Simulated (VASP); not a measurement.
Input of a VASP 6.6.1 run:

Contents of INCAR:

```
PREC = Accurate ; ENCUT = 520
EDIFF = 1E-6 ; ISMEAR = 0
SIGMA = 0.01 ; LREAL = False
LASPH = True ; NELM = 60
ALGO = Normal ; ISIF = 2
LWAVE = False ; LCHARG = False
GGA = PE ; NBANDS = 28
```

Contents of KPOINTS:

```
regular mesh
0
Gamma
  6 6 6
```

POSCAR

```
BaTiO3
1.0
    4.0060000000      0.0000000000      0.0000000000
    0.0000000000      4.0060000000      0.0000000000
    0.0000000000      0.0000000000      4.0060000000
Ba Ti O
1 1 3
Direct
    0.5000000000      0.5000000000      0.5000000000
    0.0000000000      0.0000000000      0.0000000000
    0.5000000000      0.0000000000      0.0000000000
    0.0000000000      0.5000000000      0.0000000000
    0.0000000000      0.0000000000      0.5000000000
```

Potentials or basis: VASP PAW PBE potentials, release 64 (Ba_sv, Ti_sv, O).

Run with:

```sh
$ cat potpaw_PBE.64/Ba_sv/POTCAR potpaw_PBE.64/Ti_sv/POTCAR potpaw_PBE.64/O/POTCAR > POTCAR
$ mpirun -np 1 vasp_std > vasp.out
```

Predict the band gap on the k mesh.

1.74 eV, indirect (least direct gap 1.89 eV).

What does it give for the pressure?

3.4 GPa.

Caveat: spin-orbit coupling is left out, which moves the levels of the heavy elements. As with any semilocal functional, this PBE gap is likely too small.
